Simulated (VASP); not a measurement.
Input of a VASP 6.6.1 run:

Contents of POSCAR:

```
ZnS
1.0
    0.0000000000      2.5451730955      3.0542077146
    2.5451730955      0.0000000000      3.0542077146
    2.5451730955      2.5451730955      0.0000000000
Zn S
1 1
Direct
    0.0000000000      0.0000000000      0.0000000000
    0.7500000000      0.7500000000      0.7500000000
```

The input INCAR.step1:

```
PREC = Accurate ; ENCUT = 520
ISMEAR = 0 ; SIGMA = 0.05
LREAL = F ; LASPH = T
NELM = 80 ; NBANDS = 16
GGA = PE ; ALGO = Normal
EDIFF = 1E-4 ; LWAVE = T
LCHARG = F
```

File INCAR.step2:

```
PREC = Accurate ; ENCUT = 520
EDIFF = 1E-6 ; ISMEAR = 0
SIGMA = 0.05 ; LREAL = F
LASPH = T ; NELM = 80
ALGO = Normal ; ISIF = 2
LWAVE = F ; LCHARG = F
METAGGA = R2SCAN ; LMIXTAU = T
NBANDS = 16 ; ISTART = 1
```

File KPOINTS:

```
regular mesh
0
Gamma
  8 8 8
```

Potentials or basis: VASP PAW PBE potentials, release 64 (Zn, S).

Run with:

```bash
$ cat potpaw_PBE.64/Zn/POTCAR potpaw_PBE.64/S/POTCAR > POTCAR
$ cp INCAR.step1 INCAR
$ mpirun -np 1 vasp_std > vasp.out
$ cp INCAR.step2 INCAR
$ mpirun -np 1 vasp_std > vasp.out
```

Question: Predict the pressure.

Answer: -1.5 GPa.

Question: Predict the band gap on the k mesh.

Answer: 2.18 eV, direct.

Stress tensor (GPa, compression positive):
```
 2.20  0.00  0.00
 0.00  2.20  0.00
 0.00  0.00 -8.92
```

Caveat: the PAW data sets were made with another functional, which shifts forces and pressure a little.
